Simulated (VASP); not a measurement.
# CsBr: single point with PBE

Crystal: CsBr.

```xyz
2
Lattice="4.3194 0.0000 0.0000 0.0000 4.3194 0.0000 0.0000 0.0000 4.3194" Properties=species:S:1:pos:R:3 pbc="T T T"
Cs    0.0000    0.0000    0.0000
Br    2.1597    2.1597    2.1597
```

```
Program             : VASP 6.6.1
Task                : single point
Functional          : PBE
Potentials or basis : VASP PAW PBE potentials, release 64 (Cs_sv, Br)
Cutoff              : 500 eV
k mesh              : 4 × 4 × 4
Occupations         : gaussian, width 0.01 eV
Spin                : no spin polarisation
```

| Item | Value |
| --- | --- |
| Pressure | 0.7 GPa |
| Band gap on the k mesh | 4.42 eV, indirect (least direct gap 4.43 eV) |

Levels at points of the mesh, in eV from the valence-band top:
```
           k point  band 6  band 7  band 8  band 9  band 10  band 11
(0.00, 0.00, 0.00)   -0.01   -0.01   -0.01    4.42     4.93     4.93
(0.50, 0.00, 0.00)   -1.28   -0.20   -0.20    5.91     7.19     7.63
(0.50, 0.50, 0.00)   -0.57   -0.57    0.00    5.25     5.48     7.20
(0.50, 0.50, 0.50)   -1.13   -1.13   -1.13    8.21     8.21     8.21
```

Wall time 5.3 s on 1 thread of Intel(R) Xeon(R) 6975P-C (Granite Rapids), on a shared host, peak memory 0.17 GiB.

Caveat: spin-orbit coupling is left out, which moves the levels of the heavy elements. As with any semilocal functional, this PBE gap is likely too small.
